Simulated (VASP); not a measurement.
Write the native input for VASP 6.6.1 that does the following.

```yaml
Task: single point
Functional: PBE
Potentials_or_basis: VASP PAW PBE potentials, release 64 (Co, Si)
Cutoff: 520 eV
k_mesh: 13 × 13 × 13
Occupations: fermi-dirac, width 0.1 eV
Spin: no spin polarisation
Dipole_correction: no
Further_INCAR_settings: ALGO = Normal; EDIFF = 1e-07; NBANDS = 14
```

The structure of CoSi (zincblende type) lies in POSCAR:

```
CoSi
1.0
    0.0000000000      2.3761078359      2.3761078359
    2.3761078359      0.0000000000      2.3761078359
    2.3761078359      2.3761078359      0.0000000000
Co Si
1 1
Direct
    0.0000000000      0.0000000000      0.0000000000
    0.2500000000      0.2500000000      0.2500000000
```

These files were run (other wordings do the same):

INCAR

```
SYSTEM = CoSi
PREC = Accurate
ENCUT = 520
EDIFF = 1E-7
ISMEAR = -1
SIGMA = 0.1
LREAL = .False.
LASPH = .True.
NELM = 80
ALGO = Normal
ISIF = 2
LWAVE = .False.
LCHARG = .True.
GGA = PE
LELF = .True.
LVHAR = .True.
NBANDS = 14
```

KPOINTS

```
regular mesh
0
Gamma
  13 13 13
  0 0 0
```

Potentials or basis: VASP PAW PBE potentials, release 64 (Co, Si).

Command:

```console
$ cat potpaw_PBE.64/Co/POTCAR potpaw_PBE.64/Si/POTCAR > POTCAR
$ mpirun -np 1 vasp_std > vasp.out
```

It gave:

* Pressure: 34.1 GPa

Wall time 17 s on 1 thread of Intel(R) Xeon(R) 6975P-C (Granite Rapids) (shared host), peak memory 0.17 GiB.
